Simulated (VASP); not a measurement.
# Nb (Im-3m) in VASP: notebook

Runs on Nb. Level: LDA. Tasks: single point.

Everything below comes from runs of VASP 6.6.1. Logs are shortened: lines on timing, memory, paths and dates and some standing lists are left out, and cuts for length are marked.

## 1. The cell of the first run

The structure is cubic, space group Im-3m (No. 229). The conventional cell has a = 3.182 Å, b = 3.182 Å, c = 3.182 Å, α = 90.00°, β = 90.00°, γ = 90.00°. Within 3.6 Å of Nb (site symmetry m-3m) lie 14 Nb at 2.76 to 3.18 Å.

## 2. Single point, LDA (volume scaled by 0.94)

The input, INCAR:

```
PREC = Accurate
ENCUT = 520
EDIFF = 1E-7
ISMEAR = -1
SIGMA = 0.1
LREAL = F
LASPH = T
NELM = 100
ALGO = Normal
ISIF = 2
LWAVE = F
LCHARG = F
NBANDS = 12
```

The input, KPOINTS:

```
regular mesh
0
Gamma
  16 16 16
```

The input, POSCAR:

```
Nb
1.0
   -1.5908936135      1.5908936135      1.5908936135
    1.5908936135     -1.5908936135      1.5908936135
    1.5908936135      1.5908936135     -1.5908936135
Nb
1
Direct
    0.0000000000      0.0000000000      0.0000000000
```

Potentials or basis: VASP PAW LDA potentials, release 64 (Nb_sv).

On the command line:

```console
cat potpaw_LDA.64/Nb_sv/POTCAR > POTCAR
mpirun -np 1 vasp_std > vasp.out
```

OUTCAR:

```text
PREC = Accurate
   ENCUT = 520
   EDIFF = 1E-7
   ISMEAR = -1
   LREAL = F
   LASPH = T
   NELM = 100
   ISIF = 2

 ion  position               nearest neighbor table
   1  0.000  0.000  0.000-

  LATTYP: Found a body centered cubic cell.
 ALAT       =     3.1817872270

  Lattice vectors:

 A1 = (  -1.5908936135,   1.5908936135,   1.5908936135)
 A2 = (   1.5908936135,  -1.5908936135,   1.5908936135)
 A3 = (   1.5908936135,   1.5908936135,  -1.5908936135)

Analysis of symmetry for initial positions (statically):
=====================================================================
 Subroutine PRICEL returns:
 Original cell was already a primitive cell.

 Routine SETGRP: Setting up the symmetry group for a
 body centered cubic supercell.

 Subroutine GETGRP returns: Found 48 space group operations
 (whereof 48 operations were pure point group operations)
 out of a pool of 48 trial point group operations.

The static configuration has the point symmetry O_h .

Analysis of symmetry for dynamics (positions and initial velocities):
=====================================================================
 Subroutine PRICEL returns:
 Original cell was already a primitive cell.

 Routine SETGRP: Setting up the symmetry group for a
 body centered cubic supercell.

 Subroutine GETGRP returns: Found 48 space group operations
 (whereof 48 operations were pure point group operations)
 out of a pool of 48 trial point group operations.

The dynamic configuration has the point symmetry O_h .

 Subroutine INISYM returns: Found 48 space group operations
 (whereof 48 operations are pure point group operations),
 and found     1 'primitive' translations

----------------------------------------------------------------------------------------

                                     Primitive cell

  volume of cell :      16.1058

  direct lattice vectors                    reciprocal lattice vectors
    -1.590893614  1.590893614  1.590893614     0.000000000  0.314288772  0.314288772
     1.590893614 -1.590893614  1.590893614     0.314288772  0.000000000  0.314288772
     1.590893614  1.590893614 -1.590893614     0.314288772  0.314288772  0.000000000

  length of vectors
     2.755508568  2.755508568  2.755508568     0.444471444  0.444471444  0.444471444

  position of ions in fractional coordinates (direct lattice)
     0.000000000  0.000000000  0.000000000

  ion indices of the primitive-cell ions
   primitive index   ion index
                 1           1

----------------------------------------------------------------------------------------

 KPOINTS: regular mesh

Automatic generation of k-mesh.
 Grid dimensions read from file:
 generate k-points for:   16   16   16

 Generating k-lattice:

  Cartesian coordinates                     Fractional coordinates (reciprocal lattice)
     0.000000000  0.019643048  0.019643048     0.062500000  0.000000000  0.000000000
     0.019643048  0.000000000  0.019643048     0.000000000  0.062500000  0.000000000
     0.019643048  0.019643048  0.000000000     0.000000000  0.000000000  0.062500000

  Length of vectors
     0.027779465  0.027779465  0.027779465

  Shift w.r.t. Gamma in fractional coordinates (k-lattice)
     0.000000000  0.000000000  0.000000000

 Subroutine IBZKPT returns following result:
 ===========================================

 Found    145 irreducible k-points:

 Following reciprocal coordinates:
            Coordinates               Weight
  0.000000  0.000000  0.000000      1.000000
  0.062500  0.000000  0.000000     12.000000
  0.125000  0.000000  0.000000     12.000000
  0.187500  0.000000  0.000000     12.000000
  0.250000  0.000000  0.000000     12.000000
  0.312500  0.000000  0.000000     12.000000
[... 16 lines left out ...]
  0.187500  0.187500  0.000000     24.000000
  0.250000  0.187500 -0.000000     48.000000
 [... further k-points ...]
   k-points           NKPTS =    145   k-points in BZ     NKDIM =    145   number of bands    NBANDS=     12
   number of dos      NEDOS =    301   number of ions     NIONS =      1
   total plane-waves  NPLWV =   8000
   dimension x,y,z NGX =    20 NGY =   20 NGZ =   20
   dimension x,y,z NGXF=    40 NGYF=   40 NGZF=   40
   ions per type =               1
   NGX,Y,Z   is equivalent  to a cutoff of  12.07, 12.07, 12.07 a.u.
   NGXF,Y,Z  is equivalent  to a cutoff of  24.13, 24.13, 24.13 a.u.
 SYSTEM =  unknown system
   PREC   = accura    normal or accurate (medium, high low for compatibility)
   ISTART =      0    job   : 0-new  1-cont  2-samecut
   ICHARG =      2    charge: 1-file 2-atom 10-const
   ISPIN  =      1    spin polarized calculation?
   LNONCOLLINEAR =      F non collinear calculations
   LSORBIT =      F    spin-orbit coupling
   LASPH  =      T    aspherical Exc in radial PAW
   ENCUT  =  520.0 eV  38.22 Ry    6.18 a.u.   5.12  5.12  5.12*2*pi/ulx,y,z
   NELM   =    100;   NELMIN=  2; NELMDL= -5     # of ELM steps
   EDIFF  = 0.1E-06   stopping-criterion for ELM
   LREAL  =      F    real-space projection
   EDIFFG = 0.1E-05   stopping-criterion for IOM
   NSW    =      0    number of steps for IOM
   IBRION =     -1    ionic relax: 0-MD 1-quasi-New 2-CG
   NFREE  =      0    steps in history (QN), initial steepest desc. (CG)
   ISIF   =      2    stress and relaxation
   ISYM   =      2    0-nonsym 1-usesym 2-fastsym
   POTIM  = 0.5000    time-step for ionic-motion
   TEBEG  =    0.0;   TEEND  =   0.0 temperature during run
   PSTRESS=    0.0 pullay stress
   NELECT =      13.0000    total number of electrons
   NUPDOWN=      -1.0000    fix difference up-down
   EMIN   =  10.00;   EMAX   =-10.00  energy-range for DOS
   EFERMI =   0.00;   METHOD = LEGACY
   ISMEAR =    -1;   SIGMA  =   0.10  broadening in eV -4-tet -1-fermi 0-gaus
   EFERMI_NEDOS =   21; number of points for ismear=-14 and -15
   IALGO  =     38    algorithm
   IMIX   =      4    mixing-type and parameters
     AMIX     =   0.40;   BMIX     =  1.00
     AMIX_MAG =   1.60;   BMIX_MAG =  1.00
  volume/ion in A,a.u.               =      16.11       108.69
  Fermi-wavevector in a.u.,A,eV,Ry     =   1.524269  2.880450 31.611701  2.323395
  Thomas-Fermi vector in A             =   2.632599
   LORBIT       =      0    0 simple, 1 ext, 2 COOP (PROOUT), +10 PAW based schemes
   GGA     = CA    functional components
   LHFCALC =     F    Hartree Fock is set to
   AEXX    =    0.0000 exact exchange contribution
   IVDW    =     0    specifies the selected vdW correction
   LEPSILON=     F    determine dielectric tensor
   LRPA    =     F    only Hartree local field effects (RPA)
 non-spin polarized calculation
  energy-cutoff  :      520.00
  volume of cell :       16.11
 maximum number of plane-waves:       456
   NGX = 11   NGY = 11   NGZ = 11

 number of electron      13.0000000 magnetization

 Free energy of the ion-electron system (eV)
  ---------------------------------------------------
  ext. energy  EPLUGINS =         0.00000000
  ---------------------------------------------------
  free energy    TOTEN  =       -11.24011152 eV

  energy without entropy =      -11.19791769  energy(sigma->0) =      -11.21901461

 E-fermi :  12.6427     XC(G=0): -13.3000

 val. band max:       12.6421254621   @ k =  -0.1875   0.1875   0.1875
 cond. band min:      12.6472601741   @ k =   0.0625   0.0625   0.0000
 fundamental gap:      0.0051347120
 Fermi energy:        12.6427436259

 k-point     1 :       0.0000    0.0000    0.0000
  band No.  band energies     occupation
      1     -41.3363      2.00000
      2     -16.4901      2.00000
      3     -16.4901      2.00000
      4     -16.4901      2.00000
      5       6.5493      2.00000
      6      12.9246      0.11262
      7      12.9246      0.11262
      8      12.9246      0.11262
      9      16.2162      0.00000
     10      16.2162      0.00000
     11      27.1583      0.00000
     12      27.1583      0.00000

 k-point     2 :       0.0625    0.0000    0.0000
  band No.  band energies     occupation
      1     -41.3220      2.00000
      2     -16.5711      2.00000
      3     -16.5140      2.00000
      4     -16.4910      2.00000
      5       6.7349      2.00000
      6      12.8065      0.32553
      7      12.8974      0.14532
      8      13.1043      0.01960
      9      16.0256      0.00000
     10      16.2141      0.00000
     11      27.3211      0.00000
     12      27.4767      0.00000

 k-point     3 :       0.1250    0.0000    0.0000
  band No.  band energies     occupation
      1     -41.2809      2.00000
      2     -16.7981      2.00000
      3     -16.5817      2.00000
      4     -16.4936      2.00000
      5       7.2517      2.00000
      6      12.4889      1.64654
      7      12.7780      0.41075
      8      13.6345      0.00010
      9      15.6683      0.00000
     10      16.2215      0.00000
     11      27.7139      0.00000
     12      28.3920      0.00000

 k-point     4 :       0.1875    0.0000    0.0000
  band No.  band energies     occupation
      1     -41.2187      2.00000
      2     -17.1276      2.00000
      3     -16.6814      2.00000
      4     -16.4976      2.00000
      5       7.9630      2.00000
      6      12.0566      1.99432
      7      12.5618      1.38381
      8      14.4888      0.00000
      9      15.5059      0.00000
     10      16.2695      0.00000
     11      27.9915      0.00000
     12      29.8147      0.00000

 k-point     5 :       0.2500    0.0000    0.0000
  band No.  band energies     occupation
      1     -41.1445      2.00000
      2     -17.5025      2.00000
      3     -16.7969      2.00000
      4     -16.5023      2.00000
      5       8.5837      2.00000
      6      11.5987      1.99994
      7      12.5233      1.53511
      8      15.6198      0.00000
      9      15.6424      0.00000
     10      16.3858      0.00000
     11      27.6382      0.00000
     12      29.9848      0.00000
[... 228 lines left out ...]
      1     -40.9457      2.00000
      2     -18.2772      2.00000
      3     -17.1657      2.00000
      4     -16.6148      2.00000
      5       8.9853      2.00000
      6      10.8012      2.00000
      7      13.9029      0.00001
      8      16.1091      0.00000
      9      17.4480      0.00000
     10      20.4859      0.00000
     11      25.6576      0.00000
     12      26.5723      0.00000

 k-point    22 :       0.4375    0.1250    0.0000
  band No.  band energies     occupation
      1     -40.9314      2.00000
      2     -18.3318      2.00000
      3     -17.1945      2.00000
      4     -16.6165      2.00000
      5       8.9102      2.00000
      6      10.7465      2.00000
      7      14.2294      0.00000
      8      16.1197      0.00000
      9      17.6331      0.00000
     10      20.9800      0.00000
     11      25.4305      0.00000
     12      26.0594      0.00000

 k-point    23 :       0.1875    0.1875    0.0000
  band No.  band energies     occupation
      1     -41.0519      2.00000
      2     -17.8191      2.00000
      3     -16.9580      2.00000
      4     -16.6349      2.00000
      5       9.5587      2.00000
      6      11.3130      2.00000
      7      11.9000      1.99881
      8      15.2971      0.00000
      9      17.0415      0.00000
     10      17.8801      0.00000
     11      27.7093      0.00000
     12      29.2396      0.00000

 k-point    24 :       0.2500    0.1875   -0.0000
  band No.  band energies     occupation
      1     -40.9922      2.00000
      2     -18.0108      2.00000
      3     -17.1196      2.00000
      4     -16.6612      2.00000
      5       9.6954      2.00000
      6      11.0782      2.00000
      7      12.2945      1.94034
      8      15.5759      0.00000
      9      17.1929      0.00000
     10      19.4348      0.00000
     11      26.7881      0.00000
     12      28.6485      0.00000

 [... further k-points ...]

------------------------ aborting loop because EDIFF is reached ----------------------------------------

  FORCE on cell =-STRESS in cart. coord.  units (eV):
  Direction    XX          YY          ZZ          XY          YZ          ZX
  --------------------------------------------------------------------------------------
  -------------------------------------------------------------------------------------
  Total        1.3280422      1.3280422      1.3280422      0.0000000      0.0000000     -0.0000000
  in kB      132.1110203    132.1110203    132.1110203      0.0000000      0.0000000     -0.0000000
  external PRESSURE =     132.1110203 kB  Pullay stress =       0.0000000 kB

 VOLUME and BASIS-vectors are now :
 -----------------------------------------------------------------------------
  energy-cutoff  :      520.00
  volume of cell :       16.11
      direct lattice vectors                 reciprocal lattice vectors
    -1.590893614  1.590893614  1.590893614     0.000000000  0.314288772  0.314288772
     1.590893614 -1.590893614  1.590893614     0.314288772  0.000000000  0.314288772
     1.590893614  1.590893614 -1.590893614     0.314288772  0.314288772  0.000000000

 POSITION                                       TOTAL-FORCE (eV/Angst)
 -----------------------------------------------------------------------------------
      0.00000      0.00000      0.00000        -0.000000     -0.000000      0.000000
 -----------------------------------------------------------------------------------
    total drift:                                0.000000     -0.000000     -0.000000

  FREE ENERGIE OF THE ION-ELECTRON SYSTEM (eV)
  ---------------------------------------------------
  free  energy   TOTEN  =       -11.2401115229 eV

  energy  without entropy=      -11.1979176950  energy(sigma->0) =      -11.21901461
```

Wall time 10 s (1 thread of Intel Xeon 6975P-C (Granite Rapids), shared host); peak memory 0.14 GiB.

What came out:

* Free energy: -11.2401 eV
* Pressure: 13.2 GPa

Levels at points of the mesh, in eV from the Fermi level:
| k point | band 3 | band 4 | band 5 | band 6 | band 7 | band 8 | band 9 | band 10 |
| --- | --- | --- | --- | --- | --- | --- | --- | --- |
| (0.00, 0.00, 0.00) | -29.13 | -29.13 | -6.09 | 0.28 | 0.28 | 0.28 | 3.57 | 3.57 |
| (0.50, 0.00, 0.00) | -29.73 | -29.16 | -4.23 | -2.06 | 2.97 | 3.69 | 4.46 | 7.35 |
| (0.50, 0.50, 0.50) | -30.43 | -30.43 | -4.45 | -4.45 | 6.42 | 6.42 | 6.42 | 10.08 |

Caveat: the cell differs from its parent crystal (volume scaled by 0.94).

## 3. Single point, LDA

This run uses another cell than the first one, of 17.13 Å³/atom, 1.064 times its volume.

The input, INCAR:

```
SYSTEM = Nb
ALGO = Normal ; EDIFF = 1E-6
ENCUT = 520 ; GGA = CA
ISIF = 2 ; ISMEAR = -1
LASPH = .True. ; LCHARG = .False.
LREAL = .False. ; LWAVE = .False.
NBANDS = 12 ; NELM = 100
PREC = Accurate ; SIGMA = 0.1
```

The input, KPOINTS:

```
k-points
0
Gamma
  16 16 16
  0 0 0
```

The input, POSCAR:

```
Nb
1.0
   -1.6240467269      1.6240467269      1.6240467269
    1.6240467269     -1.6240467269      1.6240467269
    1.6240467269      1.6240467269     -1.6240467269
Nb
1
Direct
    0.0000000000      0.0000000000      0.0000000000
```

Potentials or basis: VASP PAW LDA potentials, release 64 (Nb_sv).

On the command line:

```console
cat potpaw_LDA.64/Nb_sv/POTCAR > POTCAR
mpirun -np 1 vasp_std > vasp.out
```

Run time: 10 s. Hardware: 1 thread of Intel Xeon 6975P-C (Granite Rapids), shared host; peak memory 0.15 GiB.

Results (log left out):

```yaml
Free_energy: -11.2811 eV
Pressure: -0.2 GPa
```

Levels at points of the mesh, in eV from the Fermi level:
| k point | band 4 | band 5 | band 6 | band 7 | band 8 | band 9 |
| --- | --- | --- | --- | --- | --- | --- |
| (0.00, 0.00, 0.00) | -29.35 | -6.02 | 0.31 | 0.31 | 0.31 | 3.38 |
| (0.50, 0.00, 0.00) | -29.37 | -3.96 | -1.85 | 2.59 | 3.45 | 4.17 |
| (0.50, 0.50, 0.50) | -30.44 | -4.05 | -4.05 | 5.96 | 5.96 | 5.96 |
